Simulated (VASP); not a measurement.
Here is a VASP 6.6.1 calculation.

Contents of POSCAR:

```
SrCl2
1.0
    1.3628735433      4.2833168504      4.2833168504
    4.2833168504      1.3628735433      4.2833168504
    4.2833168504      4.2833168504      1.3628735433
Sr Cl
1 2
Direct
    0.0000000000      0.0000000000      0.0000000000
    0.2500000000      0.2500000000      0.2500000000
    0.7500000000      0.7500000000      0.7500000000
```

INCAR.step1

```
SYSTEM = SrCl2
PREC     = Accurate       ! precision mode
ENCUT    = 520            ! plane-wave cutoff, eV
ISMEAR   = 0              ! smearing method
SIGMA    = 0.05           ! smearing width, eV
LREAL    = .FALSE.        ! projectors in reciprocal space
LASPH    = .TRUE.         ! aspherical terms in the spheres
NELM     = 60             ! most SCF steps
NBANDS   = 19             ! bands
GGA      = PE             ! functional
ALGO     = Normal         ! electronic algorithm
EDIFF    = 1E-4           ! SCF threshold, eV
LWAVE    = .TRUE.         ! write WAVECAR
LCHARG   = .FALSE.        ! write CHGCAR
```

File INCAR.step2:

```
SYSTEM = SrCl2
PREC     = Accurate       ! precision mode
ENCUT    = 520            ! plane-wave cutoff, eV
EDIFF    = 1E-6           ! SCF threshold, eV
ISMEAR   = 0              ! smearing method
SIGMA    = 0.05           ! smearing width, eV
LREAL    = .FALSE.        ! projectors in reciprocal space
LASPH    = .TRUE.         ! aspherical terms in the spheres
NELM     = 60             ! most SCF steps
ALGO     = Normal         ! electronic algorithm
ISIF     = 2              ! what is computed and relaxed
LWAVE    = .FALSE.        ! write WAVECAR
LCHARG   = .FALSE.        ! write CHGCAR
METAGGA  = R2SCAN         ! meta-GGA
LMIXTAU  = .TRUE.       
NBANDS   = 19             ! bands
ISTART   = 1
```

Contents of KPOINTS:

```
regular mesh
0
G
  6 6 6
  0 0 0
```

Potentials or basis: VASP PAW PBE potentials, release 64 (Sr_sv, Cl).

Run with:

```sh
$ cat potpaw_PBE.64/Sr_sv/POTCAR potpaw_PBE.64/Cl/POTCAR > POTCAR
$ cp INCAR.step1 INCAR
$ mpirun -np 1 vasp_std > vasp.out
$ cp INCAR.step2 INCAR
$ mpirun -np 1 vasp_std > vasp.out
```

(1) Predict the band gap on the k mesh.

(2) Estimate the largest force.

(3) Predict the pressure.

## Answers

(1) 6.02 eV, indirect (least direct gap 6.44 eV).

(2) 0.583 eV/Å.

(3) 6.2 GPa.

Caveat: the PAW data sets were made with another functional, which shifts forces and pressure a little.
